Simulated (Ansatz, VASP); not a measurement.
## One calculation of KF, two programs

```
K F
1.0
     3.25895    0.00000    0.00000
     0.00000    3.25895    0.00000
     0.00000    0.00000    3.25895
K F
1 1
Direct
  0.00000 0.00000 0.00000
  0.50000 0.50000 0.50000
```

Alike in both runs: task single point; functional PBEsol; k mesh 9 × 9 × 9; occupations fermi-dirac, width 0.02 eV; no spin polarisation.

```csv
,VASP,Ansatz
version,VASP 6.6.1,Ansatz 0.2.0
potentials or method,"VASP PAW PBE potentials, release 64 (K_sv, F), cutoff 520 eV","all-electron LAPW, scalar-relativistic"
```

```csv
,VASP,Ansatz,Ansatz less VASP
gap on the k mesh at the Fermi level (eV),6.11,6.12,+0.010
pressure (GPa),-2.5,-2.5,-0.01
```

VASP's potentials were made for PBE, not for PBEsol. Ansatz ran all-electron here, and VASP with PAW potentials.
